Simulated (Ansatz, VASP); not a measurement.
Two plane-wave programs on FeO

File INCAR:

```
ALGO = Normal
EDIFF = 1E-6
ENCUT = 700
GGA = CA
GGA_COMPAT = False
ISIF = 2
ISMEAR = -1
ISPIN = 2
LASPH = True
LCHARG = False
LMAXMIX = 4
LORBIT = 11
LREAL = False
LWAVE = False
MAGMOM = 3 0
NBANDS = 22
NELM = 200
PREC = Accurate
SIGMA = 0.05
```

Contents of KPOINTS:

```
k-points
0
Gamma
  11 11 11
```

Contents of POSCAR:

```
FeO
1.0
    0.0000000000      2.1113998987      2.1113998987
    2.1113998987      0.0000000000      2.1113998987
    2.1113998987      2.1113998987      0.0000000000
Fe O
1 1
Direct
    0.0000000000      0.0000000000      0.0000000000
    0.5000000000      0.5000000000      0.5000000000
```

The input input.yaml:

```yaml
crystal:
  lattice:
    - [0.0, 2.1113998987, 2.1113998987]
    - [2.1113998987, 0.0, 2.1113998987]
    - [2.1113998987, 2.1113998987, 0.0]
  atoms:
    - { symbol: Fe, position: [0.0, 0.0, 0.0], spin: 3.0 }
    - { symbol: O, position: [0.5, 0.5, 0.5] }
hamiltonian:
  xc: lda
  pseudopotentials: { kind: paw }
magnetization:
  spin_polarized: true
kpoints:
  mp_grid: { grid: [11, 11, 11] }
scf:
  occupations: { method: fermi_dirac, width: 0.05 }
output:
  forces: true
  stress: true
  eigenvalues: true
  write_density: true
  write_potential: true
  elf: true
  volumetric_format: npy
```

Alike in both runs: task single point; functional LDA; k mesh 11 × 11 × 11; occupations fermi-dirac, width 0.05 eV; collinear spin.

```csv
,VASP,Ansatz
version,VASP 6.6.1,Ansatz 0.2.0
potentials or method,"VASP PAW LDA potentials, release 64 (Fe_sv, O)",Ansatz PAW
plane-wave cutoff (eV),700,420
valence electrons in the cell,22,22
```

Ansatz gave:

```
gap on the k mesh at the Fermi level (eV)                     : none
pressure (GPa)                                                : -4.9
net moment per atom (μB)                                      : 1.98
size of the moment on the site where the two differ most (μB) : 0.34
```

Problem. Estimate VASP's values.

Solution. gap on the k mesh at the Fermi level (eV): none; pressure (GPa): -7.1; net moment per atom (μB): 1.94; size of the moment on the site where the two differ most (μB): 0.30.

LDA's correlation is that of Perdew and Zunger in VASP and of Perdew and Wang (1992) in Ansatz. Site moments also hang on the region over which each program counts them. A gap of «none» marks a metal or a gap that the smearing closes.
